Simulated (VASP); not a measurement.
# SiC (F-43m) in VASP: further runs, part 2 of 2

VASP 6.6.1. Earlier steps stand in the parts before.

## Step 3: Single point, LDA

INCAR reads:

```
PREC = Accurate
ENCUT = 600
EDIFF = 1E-6
ISMEAR = 0
SIGMA = 0.01
LREAL = False
LASPH = True
NELM = 120
ALGO = Normal
ISIF = 2
LWAVE = False
LCHARG = True
LELF = True
LVHAR = True
NBANDS = 11
GGA_COMPAT = False
```

KPOINTS reads:

```
regular mesh
0
Gamma
  8 8 8
```

POSCAR reads:

```
SiC
1.0
    0.0000000000      2.1800000000      2.1800000000
    2.1800000000      0.0000000000      2.1800000000
    2.1800000000      2.1800000000      0.0000000000
Si C
1 1
Direct
    0.0000000000      0.0000000000      0.0000000000
    0.2500000000      0.2500000000      0.2500000000
```

Potentials or basis: VASP PAW LDA potentials, release 64 (Si, C).

Started as:

```sh
> cat potpaw_LDA.64/Si/POTCAR potpaw_LDA.64/C/POTCAR > POTCAR
> mpirun -np 1 vasp_std > vasp.out
```

OUTCAR:

```text
PREC = Accurate
   ENCUT = 600
   EDIFF = 1E-6
   ISMEAR = 0
   LREAL = False
   LASPH = True
   NELM = 120
   ISIF = 2

 ion  position               nearest neighbor table
   1  0.000  0.000  0.000-   2 1.89   2 1.89   2 1.89   2 1.89
   2  0.250  0.250  0.250-   1 1.89   1 1.89   1 1.89   1 1.89

  LATTYP: Found a face centered cubic cell.
 ALAT       =     4.3600000000

  Lattice vectors:

 A1 = (   0.0000000000,   2.1800000000,   2.1800000000)
 A2 = (   2.1800000000,   0.0000000000,   2.1800000000)
 A3 = (   2.1800000000,   2.1800000000,   0.0000000000)

Analysis of symmetry for initial positions (statically):
=====================================================================
 Subroutine PRICEL returns:
 Original cell was already a primitive cell.

 Routine SETGRP: Setting up the symmetry group for a
 face centered cubic supercell.

 Subroutine GETGRP returns: Found 24 space group operations
 (whereof 24 operations were pure point group operations)
 out of a pool of 48 trial point group operations.

The static configuration has the point symmetry T_d .

Analysis of symmetry for dynamics (positions and initial velocities):
=====================================================================
 Subroutine PRICEL returns:
 Original cell was already a primitive cell.

 Routine SETGRP: Setting up the symmetry group for a
 face centered cubic supercell.

 Subroutine GETGRP returns: Found 24 space group operations
 (whereof 24 operations were pure point group operations)
 out of a pool of 48 trial point group operations.

The dynamic configuration has the point symmetry T_d .

 Subroutine INISYM returns: Found 24 space group operations
 (whereof 24 operations are pure point group operations),
 and found     1 'primitive' translations

----------------------------------------------------------------------------------------

                                     Primitive cell

  volume of cell :      20.7205

  direct lattice vectors                    reciprocal lattice vectors
     0.000000000  2.180000000  2.180000000    -0.229357798  0.229357798  0.229357798
     2.180000000  0.000000000  2.180000000     0.229357798 -0.229357798  0.229357798
     2.180000000  2.180000000  0.000000000     0.229357798  0.229357798 -0.229357798

  length of vectors
     3.082985566  3.082985566  3.082985566     0.397259360  0.397259360  0.397259360

  position of ions in fractional coordinates (direct lattice)
     0.000000000  0.000000000  0.000000000
     0.250000000  0.250000000  0.250000000

  ion indices of the primitive-cell ions
   primitive index   ion index
                 1           1
                 2           2

----------------------------------------------------------------------------------------

 KPOINTS: regular mesh

Automatic generation of k-mesh.
 Grid dimensions read from file:
 generate k-points for:    8    8    8

 Generating k-lattice:

  Cartesian coordinates                     Fractional coordinates (reciprocal lattice)
    -0.028669725  0.028669725  0.028669725     0.125000000  0.000000000  0.000000000
     0.028669725 -0.028669725  0.028669725     0.000000000  0.125000000  0.000000000
     0.028669725  0.028669725 -0.028669725     0.000000000  0.000000000  0.125000000

  Length of vectors
     0.049657420  0.049657420  0.049657420

  Shift w.r.t. Gamma in fractional coordinates (k-lattice)
     0.000000000  0.000000000  0.000000000

 Subroutine IBZKPT returns following result:
 ===========================================

 Found     29 irreducible k-points:

 Following reciprocal coordinates:
            Coordinates               Weight
  0.000000  0.000000  0.000000      1.000000
  0.125000  0.000000  0.000000      8.000000
  0.250000  0.000000  0.000000      8.000000
  0.375000  0.000000  0.000000      8.000000
  0.500000  0.000000  0.000000      4.000000
  0.125000  0.125000  0.000000      6.000000
[... 16 lines left out ...]
  0.500000  0.250000  0.125000     48.000000
 -0.375000  0.250000  0.125000     24.000000
 [... further k-points ...]
   k-points           NKPTS =     29   k-points in BZ     NKDIM =     29   number of bands    NBANDS=     11
   number of dos      NEDOS =    301   number of ions     NIONS =      2
   total plane-waves  NPLWV =  21952
   dimension x,y,z NGX =    28 NGY =   28 NGZ =   28
   dimension x,y,z NGXF=    56 NGYF=   56 NGZF=   56
   ions per type =               1   1
   NGX,Y,Z   is equivalent  to a cutoff of  15.10, 15.10, 15.10 a.u.
   NGXF,Y,Z  is equivalent  to a cutoff of  30.20, 30.20, 30.20 a.u.
 SYSTEM =  unknown system
   PREC   = accura    normal or accurate (medium, high low for compatibility)
   ISTART =      0    job   : 0-new  1-cont  2-samecut
   ICHARG =      2    charge: 1-file 2-atom 10-const
   ISPIN  =      1    spin polarized calculation?
   LNONCOLLINEAR =      F non collinear calculations
   LSORBIT =      F    spin-orbit coupling
   LASPH  =      T    aspherical Exc in radial PAW
   ENCUT  =  600.0 eV  44.10 Ry    6.64 a.u.   6.16  6.16  6.16*2*pi/ulx,y,z
   NELM   =    120;   NELMIN=  2; NELMDL= -5     # of ELM steps
   EDIFF  = 0.1E-05   stopping-criterion for ELM
   LREAL  =      F    real-space projection
[... 7 lines left out ...]
   TEBEG  =    0.0;   TEEND  =   0.0 temperature during run
   PSTRESS=    0.0 pullay stress
   NELECT =       8.0000    total number of electrons
   NUPDOWN=      -1.0000    fix difference up-down
   EMIN   =  10.00;   EMAX   =-10.00  energy-range for DOS
   EFERMI =   0.00;   METHOD = LEGACY
   ISMEAR =     0;   SIGMA  =   0.01  broadening in eV -4-tet -1-fermi 0-gaus
   EFERMI_NEDOS =   21; number of points for ismear=-14 and -15
   IALGO  =     38    algorithm
   IMIX   =      4    mixing-type and parameters
     AMIX     =   0.40;   BMIX     =  1.00
     AMIX_MAG =   1.60;   BMIX_MAG =  1.00
  volume/ion in A,a.u.               =      10.36        69.91
  Fermi-wavevector in a.u.,A,eV,Ry     =   1.192079  2.252702 19.334588  1.421052
  Thomas-Fermi vector in A             =   2.328126
   LORBIT       =      0    0 simple, 1 ext, 2 COOP (PROOUT), +10 PAW based schemes
   GGA     = CA    functional components
   LHFCALC =     F    Hartree Fock is set to
   AEXX    =    0.0000 exact exchange contribution
   IVDW    =     0    specifies the selected vdW correction
   LEPSILON=     F    determine dielectric tensor
   LRPA    =     F    only Hartree local field effects (RPA)
 non-spin polarized calculation
 Gauss-broadening in eV      SIGMA  =   0.01
  energy-cutoff  :      600.00
  volume of cell :       20.72
 maximum number of plane-waves:       701
 NGX is ok and might be reduce to    28
   NGX = 13   NGY = 13   NGZ = 13

 number of electron       8.0000000 magnetization

 Free energy of the ion-electron system (eV)
  ---------------------------------------------------
  ext. energy  EPLUGINS =         0.00000000
  ---------------------------------------------------
  free energy    TOTEN  =       -16.63816459 eV

  energy without entropy =      -16.63816459  energy(sigma->0) =      -16.63816459

 E-fermi :   8.1706     XC(G=0): -11.5506

 val. band max:        8.0460628912   @ k =   0.0000   0.0000   0.0000
 cond. band min:       9.3514913352   @ k =   0.5000   0.5000   0.0000
 fundamental gap:      1.3054284440
 Fermi energy:         8.1706117910

 k-point     1 :       0.0000    0.0000    0.0000
  band No.  band energies     occupation
      1      -7.2592      2.00000
      2       8.0461      2.00000
      3       8.0461      2.00000
      4       8.0461      2.00000
      5      14.3209      0.00000
      6      15.2283      0.00000
      7      15.2283      0.00000
      8      15.2283      0.00000
      9      22.4977      0.00000
     10      22.4977      0.00000
     11      24.1946      0.00000
[... 309 lines left out ...]
 k-point    24 :      -0.3750    0.2500    0.1250
  band No.  band energies     occupation
      1      -2.9880      2.00000
      2       0.2085      2.00000
      3       4.3385      2.00000
      4       5.7778      2.00000
      5      13.2021      0.00000
      6      15.2302      0.00000
      7      18.0615      0.00000
      8      18.8940      0.00000
      9      21.2900      0.00000
     10      24.1123      0.00000
     11      27.1620      0.00000

 [... further k-points ...]

------------------------ aborting loop because EDIFF is reached ----------------------------------------

  FORCE on cell =-STRESS in cart. coord.  units (eV):
  Direction    XX          YY          ZZ          XY          YZ          ZX
  --------------------------------------------------------------------------------------
  -------------------------------------------------------------------------------------
  Total       -0.5771814     -0.5771814     -0.5771814      0.0000000     -0.0000000      0.0000000
  in kB      -44.6296481    -44.6296481    -44.6296481      0.0000000     -0.0000000      0.0000000
  external PRESSURE =     -44.6296481 kB  Pullay stress =       0.0000000 kB

 VOLUME and BASIS-vectors are now :
 -----------------------------------------------------------------------------
  energy-cutoff  :      600.00
  volume of cell :       20.72
      direct lattice vectors                 reciprocal lattice vectors
     0.000000000  2.180000000  2.180000000    -0.229357798  0.229357798  0.229357798
     2.180000000  0.000000000  2.180000000     0.229357798 -0.229357798  0.229357798
     2.180000000  2.180000000  0.000000000     0.229357798  0.229357798 -0.229357798

 POSITION                                       TOTAL-FORCE (eV/Angst)
 -----------------------------------------------------------------------------------
      0.00000      0.00000      0.00000         0.000000      0.000000      0.000000
      1.09000      1.09000      1.09000        -0.000000     -0.000000     -0.000000
 -----------------------------------------------------------------------------------
    total drift:                               -0.000000     -0.000000     -0.000000

  FREE ENERGIE OF THE ION-ELECTRON SYSTEM (eV)
  ---------------------------------------------------
  free  energy   TOTEN  =       -16.6381645906 eV

  energy  without entropy=      -16.6381645906  energy(sigma->0) =      -16.63816459
```

stdout:

```text
POSCAR found type information on POSCAR SiC
 POSCAR found :  2 types and       2 ions
 scaLAPACK will be used
 LDA part: xc-table for (Slater(with rela. corr.)+CA(PZ))
 , standard interpolation
 POSCAR, INCAR and KPOINTS ok, starting setup
 FFT: planning ... GRIDC
 FFT: planning ... GRID_SOFT
 FFT: planning ... GRID
 WAVECAR not read
 entering main loop
```

Wall time 15 s (1 thread of Intel Xeon 8259CL, shared host); peak memory 0.14 GiB.

Results:

```yaml
Free_energy: -16.6382 eV
Pressure: -4.5 GPa
Band_gap_on_the_k_mesh: 1.31 eV (least direct gap 4.50 eV)
```

Caveat: the cell stands under tension. A k mesh can miss the band edges.

## Step 4: Single point, r2SCAN

POSCAR is that of step 3.

INCAR.step1 reads:

```
SYSTEM = SiC
ALGO     = Normal         ! electronic algorithm
EDIFF    = 1E-5           ! SCF threshold, eV
ENCUT    = 660            ! plane-wave cutoff, eV
GGA      = PE             ! functional
GGA_COMPAT= .False.      
ISMEAR   = 0              ! smearing method
LASPH    = .True.         ! aspherical terms in the spheres
LCHARG   = .False.        ! write CHGCAR
LREAL    = .False.        ! projectors in reciprocal space
LWAVE    = .True.         ! write WAVECAR
NBANDS   = 11             ! bands
NELM     = 120            ! most SCF steps
PREC     = Accurate       ! precision mode
SIGMA    = 0.01           ! smearing width, eV
```

INCAR.step2 reads:

```
SYSTEM = SiC
ALGO     = Normal         ! electronic algorithm
EDIFF    = 1E-6           ! SCF threshold, eV
ENCUT    = 660            ! plane-wave cutoff, eV
GGA_COMPAT= .False.      
ISIF     = 2              ! what is computed and relaxed
ISMEAR   = 0              ! smearing method
ISTART   = 1            
LASPH    = .True.         ! aspherical terms in the spheres
LCHARG   = .True.         ! write CHGCAR
LELF     = .True.         ! ELF
LMIXTAU  = .True.       
LREAL    = .False.        ! projectors in reciprocal space
LVHAR    = .True.       
LWAVE    = .False.        ! write WAVECAR
METAGGA  = R2SCAN         ! meta-GGA
NBANDS   = 11             ! bands
NELM     = 120            ! most SCF steps
PREC     = Accurate       ! precision mode
SIGMA    = 0.01           ! smearing width, eV
```

KPOINTS reads:

```
k-points
0
Gamma
  8 8 8
  0 0 0
```

Potentials or basis: VASP PAW PBE potentials, release 64 (Si, C).

Started as:

```sh
> cat potpaw_PBE.64/Si/POTCAR potpaw_PBE.64/C/POTCAR > POTCAR
> cp INCAR.step1 INCAR
> mpirun -np 1 vasp_std > vasp.out
> cp INCAR.step2 INCAR
> mpirun -np 1 vasp_std > vasp.out
```

Wall time 67 s (1 thread of Intel Xeon 8259CL, shared host); peak memory 0.16 GiB.

The run converged. Its results:

```
Free energy            : -19.3305 eV
Pressure               : -1.0 GPa
Band gap on the k mesh : 1.73 eV (least direct gap 5.06 eV)
```

Levels at points of the mesh, in eV from the valence-band top:
```
           k point  band 1  band 2  band 3  band 4  band 5  band 6  band 7  band 8  band 9
(0.00, 0.00, 0.00)  -16.17    0.00    0.00    0.00    6.82    7.84    7.84    7.84   15.20
(0.50, 0.00, 0.00)  -12.55   -8.81   -1.11   -1.11    5.98    7.75    7.75   10.95   17.39
(0.50, 0.50, 0.00)  -11.09   -8.05   -3.33   -3.33    1.73    4.82   15.11   15.11   15.97
```

Caveat: the PAW data sets were made with another functional, which shifts forces and pressure a little. A k mesh can miss the band edges.

## Step 5: Single point, HSE06

POSCAR is that of step 4.

INCAR.step1 reads:

```
PREC = Accurate ; ENCUT = 520
EDIFF = 1E-5 ; ISMEAR = 0
SIGMA = 0.01 ; LREAL = F
LASPH = T ; NELM = 120
ALGO = Normal ; ISIF = 2
LWAVE = T ; LCHARG = F
NBANDS = 11 ; GGA = PE
GGA_COMPAT = F
```

INCAR.step2 reads:

```
PREC = Accurate ; ENCUT = 520
EDIFF = 1E-6 ; ISMEAR = 0
SIGMA = 0.01 ; LREAL = F
LASPH = T ; NELM = 120
ALGO = Normal ; ISIF = 2
LWAVE = F ; LCHARG = F
GGA = PE ; LHFCALC = T
HFSCREEN = 0.2079 ; PRECFOCK = Normal
NBANDS = 11 ; ISTART = 1
GGA_COMPAT = F
```

KPOINTS reads:

```
regular mesh
0
Gamma
  6 6 6
```

Started as:

```sh
> cat potpaw_PBE.64/Si/POTCAR potpaw_PBE.64/C/POTCAR > POTCAR
> cp INCAR.step1 INCAR
> mpirun -np 1 vasp_std > vasp.out
> cp INCAR.step2 INCAR
> mpirun -np 1 vasp_std > vasp.out
```

Wall time 9 min (1 thread of Intel Xeon 8259CL, shared host); peak memory 0.24 GiB.

It converged, with:

* Free energy: -17.4147 eV
* Pressure: -2.1 GPa
* Band gap on the k mesh: 2.23 eV (least direct gap 5.73 eV)

Levels at points of the mesh, in eV from the valence-band top:
```csv
k point,band 1,band 2,band 3,band 4,band 5,band 6,band 7,band 8
"(0.00, 0.00, 0.00)",-16.97,0.00,0.00,0.00,7.52,8.57,8.57,8.57
"(0.50, 0.00, 0.00)",-13.13,-9.34,-1.16,-1.16,6.62,8.47,8.47,11.54
"(0.50, 0.50, 0.00)",-11.57,-8.53,-3.50,-3.50,2.23,5.36,15.92,15.92
```

Caveat: the PAW data sets were made with another functional, which shifts forces and pressure a little. A k mesh can miss the band edges.

## Step 6: Single point, PBE0

POSCAR is that of step 5.

INCAR.step1 reads:

```
PREC = Accurate ; ENCUT = 520
EDIFF = 1E-5 ; ISMEAR = 0
SIGMA = 0.01 ; LREAL = False
LASPH = True ; NELM = 120
ALGO = Normal ; ISIF = 2
LWAVE = True ; LCHARG = False
GGA = PE ; NBANDS = 11
GGA_COMPAT = False
```

INCAR.step2 reads:

```
PREC = Accurate ; ENCUT = 520
EDIFF = 1E-6 ; ISMEAR = 0
SIGMA = 0.01 ; LREAL = False
LASPH = True ; NELM = 120
ALGO = Normal ; ISIF = 2
LWAVE = False ; LCHARG = False
GGA = PE ; LHFCALC = True
AEXX = 0.25 ; PRECFOCK = Normal
ISTART = 1 ; NBANDS = 11
GGA_COMPAT = False
```

KPOINTS is that of step 5.

Potentials or basis: VASP PAW PBE potentials, release 64 (Si, C).

Started as:

```sh
> cat potpaw_PBE.64/Si/POTCAR potpaw_PBE.64/C/POTCAR > POTCAR
> cp INCAR.step1 INCAR
> mpirun -np 1 vasp_std > vasp.out
> cp INCAR.step2 INCAR
> mpirun -np 1 vasp_std > vasp.out
```

It took 9.3 min on 1 thread of Intel Xeon 8259CL, shared host; peak memory 0.14 GiB.

Results (log left out):

```yaml
Free_energy: -18.4771 eV
Pressure: -2.3 GPa
Band_gap_on_the_k_mesh: 2.98 eV (least direct gap 6.49 eV)
```

Levels at points of the mesh, in eV from the valence-band top:
| k point | band 1 | band 2 | band 3 | band 4 | band 5 | band 6 | band 7 | band 8 |
| --- | --- | --- | --- | --- | --- | --- | --- | --- |
| (0.00, 0.00, 0.00) | -17.02 | 0.00 | 0.00 | 0.00 | 8.29 | 9.34 | 9.34 | 9.34 |
| (0.50, 0.00, 0.00) | -13.17 | -9.39 | -1.16 | -1.16 | 7.38 | 9.24 | 9.24 | 12.33 |
| (0.50, 0.50, 0.00) | -11.61 | -8.58 | -3.51 | -3.51 | 2.98 | 6.12 | 16.71 | 16.71 |

Caveat: the PAW data sets were made with another functional, which shifts forces and pressure a little. A k mesh can miss the band edges.

## Step 7: Summary

```tsv
level	potentials or basis	k mesh	cutoff (eV)	grid for exact exchange (PRECFOCK)	share of exact exchange	screening parameter	gap on the mesh (eV)	pressure (GPa)
PBE	VASP PAW PBE potentials, release 64 (Si, C)	8 × 8 × 8	600	-	-	-	1.36	2.8
LDA	VASP PAW LDA potentials, release 64 (Si, C)	8 × 8 × 8	600	-	-	-	1.31	-4.5
r2SCAN	VASP PAW PBE potentials, release 64 (Si, C)	8 × 8 × 8	660	-	-	-	1.73	-1.0
HSE06	VASP PAW PBE potentials, release 64 (Si, C)	6 × 6 × 6	520	Normal	0.25	0.2079 1/Å	2.23	-2.1
PBE0	VASP PAW PBE potentials, release 64 (Si, C)	6 × 6 × 6	520	Normal	0.25	-	2.98	-2.3
```

Alike in all rows: task single point; no spin polarisation; cell as given; smearing gaussian 0.01 eV.

Caveats: the PAW data sets were made with another functional, which shifts forces and pressure a little (at least some runs); the cell stands under tension (at least some runs).

Absolute energies hang on the potentials; compare differences alone.
